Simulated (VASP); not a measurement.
Wanted: the native input for a VASP 6.6.1 run.

| Property | Result |
| --- | --- |
| Task | single point |
| Functional | r2SCAN |
| Potentials or basis | VASP PAW PBE potentials, release 64 (Al) |
| Cutoff | 520 eV |
| k mesh | 3 × 3 × 1 |
| Occupations | gaussian, width 0.1 eV |
| Spin | no spin polarisation |
| Dipole correction | no |
| Further INCAR settings | LREAL = Auto; ALGO = Normal; EDIFF = 1e-06; NBANDS = 62 |

System: Al, a slab with vacuum.

```
Al
1.0
     8.59135    0.00000    0.00000
     0.00000    8.59135    0.00000
     0.00000    0.00000   15.05000
Al
28
Direct
  0.00000 0.00000 0.06645
  0.33333 0.00000 0.06645
  0.66667 0.00000 0.06645
  0.00000 0.33333 0.06645
  0.33333 0.33333 0.06645
  0.66667 0.33333 0.06645
  0.00000 0.66667 0.06645
  0.33333 0.66667 0.06645
  0.66667 0.66667 0.06645
  0.16344 0.16666 0.20449
  0.50322 0.16666 0.20449
  0.83333 0.16664 0.20738
  0.16542 0.49929 0.20470
  0.50125 0.49929 0.20470
  0.83333 0.49820 0.20405
  0.16540 0.83398 0.20468
  0.50126 0.83398 0.20468
  0.83333 0.83516 0.20410
  0.00198 0.00111 0.34442
  0.33333 0.99209 0.34149
  0.66469 0.00111 0.34442
  0.00184 0.33221 0.34437
  0.33333 0.34105 0.34155
  0.66482 0.33221 0.34437
  0.99893 0.66664 0.34293
  0.33333 0.66661 0.34105
  0.66774 0.66664 0.34293
  0.33333 0.16635 0.49057
```

These files were run (other wordings do the same):

POSCAR

```
Al
1.0
    8.5913470000      0.0000000000      0.0000000000
    0.0000000000      8.5913470000      0.0000000000
    0.0000000000      0.0000000000     15.0500000000
Al
28
Direct
    0.0000000000      0.0000000000      0.0664451827
    0.3333332945      0.0000000000      0.0664451827
    0.6666667055      0.0000000000      0.0664451827
    0.0000000000      0.3333332945      0.0664451827
    0.3333332945      0.3333332945      0.0664451827
    0.6666667055      0.3333332945      0.0664451827
    0.0000000000      0.6666667055      0.0664451827
    0.3333332945      0.6666667055      0.0664451827
    0.6666667055      0.6666667055      0.0664451827
    0.1634436370      0.1666630390      0.2044887708
    0.5032231849      0.1666629226      0.2044872425
    0.8333341675      0.1666423205      0.2073814618
    0.1654208589      0.4992887611      0.2047023920
    0.5012452646      0.4992887611      0.2047028571
    0.8333330035      0.4982005732      0.2040504319
    0.1654039815      0.8339770236      0.2046811960
    0.5012623748      0.8339770236      0.2046817276
    0.8333331199      0.8351604236      0.2040986047
    0.0019789679      0.0011079753      0.3444207973
    0.3333328289     -0.0079063271      0.3414931561
    0.6646866900      0.0011094884      0.3444207973
    0.0018425516      0.3322122829      0.3443720266
    0.3333324798      0.3410472188      0.3415542193
    0.6648226407      0.3322107697      0.3443721595
   -0.0010735220      0.6666431934      0.3429289037
    0.3333338765      0.6666074598      0.3410524917
    0.6677415078      0.6666431934      0.3429291030
    0.3333284059      0.1663474889      0.4905691030
```

INCAR.step1

```
ALGO = Normal
EDIFF = 1E-4
ENCUT = 520
GGA = PE
ISMEAR = 0
LASPH = True
LCHARG = False
LREAL = Auto
LWAVE = True
NBANDS = 62
NELM = 60
PREC = Accurate
SIGMA = 0.1
```

INCAR.step2

```
ALGO = Normal
EDIFF = 1E-6
ENCUT = 520
ISIF = 2
ISMEAR = 0
ISTART = 1
LASPH = True
LCHARG = False
LMIXTAU = True
LREAL = Auto
LWAVE = False
METAGGA = R2SCAN
NBANDS = 62
NELM = 60
PREC = Accurate
SIGMA = 0.1
```

KPOINTS

```
k-points
0
Gamma
  3 3 1
```

Potentials or basis: VASP PAW PBE potentials, release 64 (Al).

The run is started by

```sh
$ cat potpaw_PBE.64/Al/POTCAR > POTCAR
$ cp INCAR.step1 INCAR
$ mpirun -np 1 vasp_std > vasp.out
$ cp INCAR.step2 INCAR
$ mpirun -np 1 vasp_std > vasp.out
```

It gave:

```
Largest force          : 0.090 eV/Å
Band gap on the k mesh : zero (bands 42 and 43 overlap by 0.19 eV)
```

Caveat: there is no dipole correction, which matters where the two faces differ; the PAW data sets were made with another functional, which shifts forces and pressure a little.

Wall time 26 min on 1 thread of AMD EPYC 9R45 96-Core Processor (Zen 5), with other jobs on the host, peak memory 1 GiB.
